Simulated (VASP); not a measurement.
# La3LuO2 (P4/mmm) in VASP: notebook

Runs on La3LuO2. Level: PBE. Tasks: single point.

All numbers are computed with VASP 6.6.1; they aren't measurements. Logs are shortened: lines on timing, memory, paths and dates and some standing lists are left out, and cuts for length are marked.

## (1) The cell of the first run

Symmetry: P4/mmm, No. 123, tetragonal system. Conventional cell: a = 5.123 Å, b = 5.123 Å, c = 5.582 Å, α = 90.00°, β = 90.00°, γ = 90.00°. La (site symmetry 4/mmm) has 8 O at 3.75 Å and 8 La at 3.79 Å and 8 Lu at 4.57 Å within 4.9 Å. Within 3.4 Å of La (site symmetry mmm) lie 2 Lu at 2.56 Å and 4 O at 3.15 Å. Lu (site symmetry 4/mmm) has 2 O at 1.83 Å within 2.4 Å. O (site symmetry 4mm) has 1 Lu at 1.83 Å and 1 O at 1.93 Å within 2.4 Å.

## (2) Single point, PBE

INCAR reads:

```
ALGO     = Normal         # electronic algorithm
EDIFF    = 1E-7           # SCF threshold, eV
ENCUT    = 520            # plane-wave cutoff, eV
GGA      = PE             # functional
ISIF     = 2              # what is computed and relaxed
ISMEAR   = 0              # smearing method
LASPH    = True           # aspherical terms in the spheres
LCHARG   = False          # write CHGCAR
LREAL    = False          # projectors in reciprocal space
LWAVE    = False          # write WAVECAR
NBANDS   = 44             # bands
NELM     = 100            # most SCF steps
PREC     = Accurate       # precision mode
SIGMA    = 0.1            # smearing width, eV
```

KPOINTS reads:

```
k-points
0
Gamma
  4 4 4
```

POSCAR reads:

```
La3LuO2
1.0
    5.1232120800      0.0000000000      0.0000000000
    0.0000000000      5.1232120800      0.0000000000
    0.0000000000      0.0000000000      5.5815791900
La Lu O
3 1 2
Direct
    0.5000000000      0.5000000000      0.5000000000
    0.0000000000      0.5000000000      0.0000000000
    0.5000000000      0.0000000000      0.0000000000
    0.0000000000      0.0000000000      0.0000000000
    0.0000000000      0.0000000000      0.3274903600
    0.0000000000      0.0000000000      0.6725096400
```

Potentials or basis: VASP PAW PBE potentials, release 64 (La, Lu, O).

On the command line:

```bash
$ cat potpaw_PBE.64/La/POTCAR potpaw_PBE.64/Lu/POTCAR potpaw_PBE.64/O/POTCAR > POTCAR
$ mpirun -np 1 vasp_std > vasp.out
```

OUTCAR:

```text
EDIFF = 1E-7
   ENCUT = 520
   GGA = PE
   ISIF = 2
   ISMEAR = 0
   LASPH = True
   LREAL = False
   NELM = 100
   PREC = Accurate

 ion  position               nearest neighbor table
   1  0.500  0.500  0.500-
   2  0.000  0.500  0.000-   4 2.56   4 2.56   3 3.62   3 3.62   3 3.62   3 3.62
   3  0.500  0.000  0.000-   4 2.56   4 2.56   2 3.62   2 3.62   2 3.62   2 3.62
   4  0.000  0.000  0.000-   5 1.83   6 1.83   2 2.56   3 2.56   2 2.56   3 2.56
   5  0.000  0.000  0.327-   4 1.83   6 1.93
   6  0.000  0.000  0.673-   4 1.83   5 1.93

  LATTYP: Found a simple tetragonal cell.
 ALAT       =     5.1232120800
 C/A-ratio  =     1.0894686971

  Lattice vectors:

 A1 = (   5.1232120800,   0.0000000000,   0.0000000000)
 A2 = (   0.0000000000,   5.1232120800,   0.0000000000)
 A3 = (   0.0000000000,   0.0000000000,   5.5815791900)

Analysis of symmetry for initial positions (statically):
=====================================================================
 Subroutine PRICEL returns:
 Original cell was already a primitive cell.

 Routine SETGRP: Setting up the symmetry group for a
 simple tetragonal supercell.

 Subroutine GETGRP returns: Found 16 space group operations
 (whereof 16 operations were pure point group operations)
 out of a pool of 16 trial point group operations.

The static configuration has the point symmetry D_4h.

Analysis of symmetry for dynamics (positions and initial velocities):
=====================================================================
 Subroutine PRICEL returns:
 Original cell was already a primitive cell.

 Routine SETGRP: Setting up the symmetry group for a
 simple tetragonal supercell.

 Subroutine GETGRP returns: Found 16 space group operations
 (whereof 16 operations were pure point group operations)
 out of a pool of 16 trial point group operations.

The dynamic configuration has the point symmetry D_4h.

 Subroutine INISYM returns: Found 16 space group operations
 (whereof 16 operations are pure point group operations),
 and found     1 'primitive' translations

----------------------------------------------------------------------------------------

                                     Primitive cell

  volume of cell :     146.5014

  direct lattice vectors                    reciprocal lattice vectors
     5.123212080  0.000000000  0.000000000     0.195190046  0.000000000  0.000000000
     0.000000000  5.123212080  0.000000000     0.000000000  0.195190046  0.000000000
     0.000000000  0.000000000  5.581579190     0.000000000  0.000000000  0.179160765

  length of vectors
     5.123212080  5.123212080  5.581579190     0.195190046  0.195190046  0.179160765

  position of ions in fractional coordinates (direct lattice)
     0.500000000  0.500000000  0.500000000
     0.000000000  0.500000000  0.000000000
     0.500000000  0.000000000  0.000000000
     0.000000000  0.000000000  0.000000000
     0.000000000  0.000000000  0.327490360
     0.000000000  0.000000000  0.672509640

  ion indices of the primitive-cell ions
   primitive index   ion index
                 1           1
                 2           2
                 3           3
                 4           4
                 5           5
                 6           6

----------------------------------------------------------------------------------------

 KPOINTS: k-points

Automatic generation of k-mesh.
 Grid dimensions read from file:
 generate k-points for:    4    4    4

 Generating k-lattice:

  Cartesian coordinates                     Fractional coordinates (reciprocal lattice)
     0.048797511  0.000000000  0.000000000     0.250000000  0.000000000  0.000000000
     0.000000000  0.048797511  0.000000000     0.000000000  0.250000000  0.000000000
     0.000000000  0.000000000  0.044790191     0.000000000  0.000000000  0.250000000

  Length of vectors
     0.048797511  0.048797511  0.044790191

  Shift w.r.t. Gamma in fractional coordinates (k-lattice)
     0.000000000  0.000000000  0.000000000

 Subroutine IBZKPT returns following result:
 ===========================================

 Found     18 irreducible k-points:

 Following reciprocal coordinates:
            Coordinates               Weight
  0.000000  0.000000  0.000000      1.000000
  0.250000  0.000000  0.000000      4.000000
  0.500000  0.000000  0.000000      2.000000
  0.250000  0.250000  0.000000      4.000000
  0.500000  0.250000  0.000000      4.000000
  0.500000  0.500000  0.000000      1.000000
[... 10 lines left out ...]
  0.500000  0.250000  0.500000      4.000000
  0.500000  0.500000  0.500000      1.000000
   k-points           NKPTS =     18   k-points in BZ     NKDIM =     18   number of bands    NBANDS=     44
   number of dos      NEDOS =    301   number of ions     NIONS =      6
   total plane-waves  NPLWV =  67200
   dimension x,y,z NGX =    40 NGY =   40 NGZ =   42
   dimension x,y,z NGXF=    80 NGYF=   80 NGZF=   84
   ions per type =               3   1   2
   NGX,Y,Z   is equivalent  to a cutoff of  12.98, 12.98, 12.51 a.u.
   NGXF,Y,Z  is equivalent  to a cutoff of  25.96, 25.96, 25.02 a.u.
 SYSTEM =  unknown system
   PREC   = accura    normal or accurate (medium, high low for compatibility)
   ISTART =      0    job   : 0-new  1-cont  2-samecut
   ICHARG =      2    charge: 1-file 2-atom 10-const
   ISPIN  =      1    spin polarized calculation?
   LNONCOLLINEAR =      F non collinear calculations
   LSORBIT =      F    spin-orbit coupling
   LASPH  =      T    aspherical Exc in radial PAW
   ENCUT  =  520.0 eV  38.22 Ry    6.18 a.u.   9.53  9.53 10.38*2*pi/ulx,y,z
   NELM   =    100;   NELMIN=  2; NELMDL= -5     # of ELM steps
   EDIFF  = 0.1E-06   stopping-criterion for ELM
   LREAL  =      F    real-space projection
   EDIFFG = 0.1E-05   stopping-criterion for IOM
   NSW    =      0    number of steps for IOM
   IBRION =     -1    ionic relax: 0-MD 1-quasi-New 2-CG
   NFREE  =      0    steps in history (QN), initial steepest desc. (CG)
   ISIF   =      2    stress and relaxation
   ISYM   =      2    0-nonsym 1-usesym 2-fastsym
   POTIM  = 0.5000    time-step for ionic-motion
   TEBEG  =    0.0;   TEEND  =   0.0 temperature during run
   PSTRESS=    0.0 pullay stress
   NELECT =      70.0000    total number of electrons
   NUPDOWN=      -1.0000    fix difference up-down
   EMIN   =  10.00;   EMAX   =-10.00  energy-range for DOS
   EFERMI =   0.00;   METHOD = LEGACY
   ISMEAR =     0;   SIGMA  =   0.10  broadening in eV -4-tet -1-fermi 0-gaus
   EFERMI_NEDOS =   21; number of points for ismear=-14 and -15
   IALGO  =     38    algorithm
   IMIX   =      4    mixing-type and parameters
     AMIX     =   0.40;   BMIX     =  1.00
     AMIX_MAG =   1.60;   BMIX_MAG =  1.00
  volume/ion in A,a.u.               =      24.42       164.77
  Fermi-wavevector in a.u.,A,eV,Ry     =   1.279853  2.418572 22.286683  1.638025
  Thomas-Fermi vector in A             =   2.412315
   LORBIT       =      0    0 simple, 1 ext, 2 COOP (PROOUT), +10 PAW based schemes
   GGA     = PE    functional components
   LHFCALC =     F    Hartree Fock is set to
   AEXX    =    0.0000 exact exchange contribution
   IVDW    =     0    specifies the selected vdW correction
   LEPSILON=     F    determine dielectric tensor
   LRPA    =     F    only Hartree local field effects (RPA)
 non-spin polarized calculation
 Gauss-broadening in eV      SIGMA  =   0.10
  energy-cutoff  :      520.00
  volume of cell :      146.50
 maximum number of plane-waves:      3996
 NGX is ok and might be reduce to    40
   NGX = 19   NGY = 19   NGZ = 21

 number of electron      70.0000033 magnetization

 Free energy of the ion-electron system (eV)
  ---------------------------------------------------
  ext. energy  EPLUGINS =         0.00000000
  ---------------------------------------------------
  free energy    TOTEN  =       -24.63523883 eV

  energy without entropy =      -24.58432450  energy(sigma->0) =      -24.60978166

 E-fermi :   6.9330     XC(G=0):  -9.9058

 val. band max:        6.9299341529   @ k =   0.5000   0.5000   0.5000
 cond. band min:       6.9565978889   @ k =   0.5000   0.0000   0.2500
 fundamental gap:      0.0266637361
 Fermi energy:         6.9330006865

 k-point     1 :       0.0000    0.0000    0.0000
  band No.  band energies     occupation
      1     -48.8396      2.00000
      2     -26.5990      2.00000
      3     -25.9584      2.00000
      4     -25.8200      2.00000
      5     -20.7885      2.00000
      6     -20.4568      2.00000
[... 36 lines left out ...]
     43       8.1364      0.00000
     44       8.1562      0.00000

 k-point     2 :       0.2500    0.0000    0.0000
  band No.  band energies     occupation
      1     -48.8396      2.00000
      2     -26.5969      2.00000
      3     -26.0164      2.00000
      4     -25.8737      2.00000
      5     -20.7855      2.00000
      6     -20.4534      2.00000
[... 36 lines left out ...]
     43       8.1032      0.00000
     44       8.1250      0.00000

 k-point     3 :       0.5000    0.0000    0.0000
  band No.  band energies     occupation
      1     -48.8396      2.00000
      2     -26.5950      2.00000
      3     -26.0996      2.00000
      4     -25.8942      2.00000
      5     -20.7825      2.00000
      6     -20.4499      2.00000
[... 36 lines left out ...]
     43       8.1401      0.00000
     44       8.1476      0.00000

 k-point     4 :       0.2500    0.2500    0.0000
  band No.  band energies     occupation
      1     -48.8396      2.00000
      2     -26.5942      2.00000
      3     -26.0332      2.00000
      4     -25.9685      2.00000
      5     -20.7825      2.00000
      6     -20.1040      2.00000
[... 600 lines left out ...]
     43       8.0966      0.00000
     44       8.1104      0.00000

 k-point    17 :       0.5000    0.2500    0.5000
  band No.  band energies     occupation
      1     -48.8395      2.00000
      2     -26.5882      2.00000
      3     -26.1050      2.00000
      4     -26.0028      2.00000
      5     -20.8154      2.00000
      6     -20.0948      2.00000
[... 36 lines left out ...]
     43       8.0813      0.00000
     44       8.1251      0.00000

 k-point    18 :       0.5000    0.5000    0.5000
  band No.  band energies     occupation
      1     -48.8395      2.00000
      2     -26.5876      2.00000
      3     -26.1040      2.00000
      4     -26.1040      2.00000
      5     -20.8124      2.00000
      6     -19.7214      2.00000
[... 36 lines left out ...]
     43       8.1099      0.00000
     44       8.1270      0.00000

------------------------ aborting loop because EDIFF is reached ----------------------------------------

  FORCE on cell =-STRESS in cart. coord.  units (eV):
  Direction    XX          YY          ZZ          XY          YZ          ZX
  --------------------------------------------------------------------------------------
  -------------------------------------------------------------------------------------
  Total       14.4845089     14.4845089     22.6132625      0.0000000      0.0000000      0.0000000
  in kB      158.4063537    158.4063537    247.3045166      0.0000000      0.0000000      0.0000000
  external PRESSURE =     188.0390747 kB  Pullay stress =       0.0000000 kB

 VOLUME and BASIS-vectors are now :
 -----------------------------------------------------------------------------
  energy-cutoff  :      520.00
  volume of cell :      146.50
      direct lattice vectors                 reciprocal lattice vectors
     5.123212080  0.000000000  0.000000000     0.195190046  0.000000000  0.000000000
     0.000000000  5.123212080  0.000000000     0.000000000  0.195190046  0.000000000
     0.000000000  0.000000000  5.581579190     0.000000000  0.000000000  0.179160765

 POSITION                                       TOTAL-FORCE (eV/Angst)
 -----------------------------------------------------------------------------------
      2.56161      2.56161      2.79079        -0.000000     -0.000000      0.000000
      0.00000      2.56161      0.00000        -0.000000     -0.000000      0.000000
      2.56161      0.00000      0.00000        -0.000000     -0.000000      0.000000
      0.00000      0.00000      0.00000        -0.000000     -0.000000      0.000000
      0.00000      0.00000      1.82791        -0.000000      0.000000      2.809032
      0.00000      0.00000      3.75367         0.000000      0.000000     -2.809032
 -----------------------------------------------------------------------------------
    total drift:                               -0.000000      0.000000      0.000000

  FREE ENERGIE OF THE ION-ELECTRON SYSTEM (eV)
  ---------------------------------------------------
  free  energy   TOTEN  =       -24.6352388265 eV

  energy  without entropy=      -24.5843244979  energy(sigma->0) =      -24.60978166
```

Wall time 4.8 min (1 thread of Intel Xeon Platinum 8259CL at 2.50GHz (Skylake/Cascade Lake), shared host); peak memory 0.31 GiB.

Results:

```yaml
Free_energy: -24.6352 eV
Pressure: 18.8 GPa
Largest_force: 2.809 eV/Å
Band_gap_on_the_k_mesh: zero (band 35 reaches 7.19 eV, above the bottom of band 36 at 6.54 eV)
```

Forces in eV/Å, atoms in the order of the input:
```
La   0.000  0.000  0.000
La   0.000  0.000  0.000
La   0.000  0.000  0.000
Lu   0.000  0.000  0.000
O    0.000  0.000  2.809
O    0.000  0.000 -2.809
```

Caveat: spin-orbit coupling is left out, which moves the levels of the heavy elements; forces of over 1 eV/Å act on the atoms, so gaps and moduli don't describe the material at rest.

## (3) Single point, PBE

This run uses another cell than the first one, of 36.23 Å³/atom, 1.484 times its volume.

INCAR reads:

```
SYSTEM = La3LuO2
PREC = Accurate
ENCUT = 520
EDIFF = 1E-7
ISMEAR = 0
SIGMA = 0.1
LREAL = .FALSE.
LASPH = .TRUE.
NELM = 60
ALGO = Normal
ISIF = 2
LWAVE = .FALSE.
LCHARG = .TRUE.
GGA = PE
LELF = .TRUE.
LVHAR = .TRUE.
NBANDS = 44
```

KPOINTS reads:

```
regular mesh
0
G
  4 4 4
  0 0 0
```

POSCAR reads:

```
La3LuO2
1.0
    5.8093674258      0.0000000000      0.0000000000
    0.0000000000      5.8093674258      0.0000000000
    0.0000000000      0.0000000000      6.4418630658
La Lu O
3 1 2
Direct
    0.5000000000      0.5000000000      0.5000000000
    0.0000000000      0.5000000000      0.0000000000
    0.5000000000      0.0000000000      0.0000000000
    0.0000000000      0.0000000000      0.0000000000
    0.0000000000      0.0000000000      0.3086434744
    0.0000000000      0.0000000000      0.6913565256
```

Potentials or basis: VASP PAW PBE potentials, release 64 (La, Lu, O).

On the command line:

```bash
$ cat potpaw_PBE.64/La/POTCAR potpaw_PBE.64/Lu/POTCAR potpaw_PBE.64/O/POTCAR > POTCAR
$ mpirun -np 1 vasp_std > vasp.out
```

Run time: 10 min. Hardware: 1 thread of Intel Xeon Platinum 8259CL at 2.50GHz (Skylake/Cascade Lake), shared host; peak memory 0.44 GiB.

The run converged. Its results:

| Quantity | Value |
| --- | --- |
| Free energy | -27.6209 eV |
| Pressure | 0.2 GPa |
| Largest force | 0.194 eV/Å |
| Band gap on the k mesh | zero (band 35 reaches 3.97 eV, above the bottom of band 36 at 3.43 eV) |

Forces on the atoms (eV/Å):
```
La   0.000  0.000  0.000
La   0.000  0.000  0.000
La   0.000  0.000  0.000
Lu   0.000  0.000  0.000
O    0.000  0.000  0.194
O    0.000  0.000 -0.194
```

Stress tensor (GPa, compression positive):
```
-0.03  0.00  0.00
 0.00 -0.03  0.00
 0.00  0.00  0.54
```

Levels at points of the mesh, in eV from the Fermi level:
```
           k point  band 33  band 34  band 35  band 36  band 37  band 38
(0.00, 0.00, 0.00)    -1.36    -0.50    -0.42    -0.01     0.02     0.02
(0.50, 0.00, 0.00)    -0.64    -0.15     0.03     0.05     0.08     0.34
(0.50, 0.50, 0.00)    -0.05    -0.05     0.07     0.29     0.29     0.36
(0.00, 0.00, 0.50)    -1.56    -0.87    -0.46    -0.10     0.20     0.32
(0.50, 0.00, 0.50)    -0.75    -0.33    -0.33    -0.27     0.31     0.31
(0.50, 0.50, 0.50)    -0.29    -0.29     0.10     0.33     0.33     0.35
```

Caveat: spin-orbit coupling is left out, which moves the levels of the heavy elements.
